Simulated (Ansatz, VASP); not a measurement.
## Na3LiB5: VASP beside Ansatz

```xyz
9
Lattice="4.8012 0.0000 0.0000 0.0000 4.8012 0.0000 0.0000 0.0000 4.2961" Properties=species:S:1:pos:R:3 pbc="T T T"
Na    2.4006    2.4006    2.1481
Na    0.0000    2.4006    0.8221
Na    2.4006    0.0000    3.4740
Li    0.0000    0.0000    0.0000
B     0.9458    2.4006    3.4863
B     3.8554    2.4006    3.4863
B     2.4006    3.8554    0.8098
B     2.4006    0.9458    0.8098
B     0.0000    0.0000    2.1481
```

Alike in both runs: task single point; functional PBE; k mesh 4 × 4 × 4; occupations gaussian, width 0.1 eV; no spin polarisation.

|  | VASP | Ansatz |
| --- | --- | --- |
| version | VASP 6.6.1 | Ansatz 0.2.0 |
| potentials or method | VASP PAW PBE potentials, release 64 (Na_pv, Li_sv, B), cutoff 520 eV | scalar-relativistic, plane waves, PAW |
| valence electrons in the cell | 39 | 45 |

|  | VASP | Ansatz | Ansatz less VASP |
| --- | --- | --- | --- |
| gap on the k mesh at the Fermi level (eV) | none | none | - |
| rms of the force components (eV/Å) | 2.513 | 2.489 | -0.0243 |

Atom by atom the forces differ by 0.029 eV/Å (rms over components). A gap of «none» marks a metal or a gap that the smearing closes. VASP's potentials hold 39 valence electrons a cell and Ansatz's 45, so a difference there can come from the potentials and not from the codes.

The k mesh is coarse, so the values compare programs but aren't converged. Noted on VASP's run: the cutoff is short for stress, so the pressure is rough.
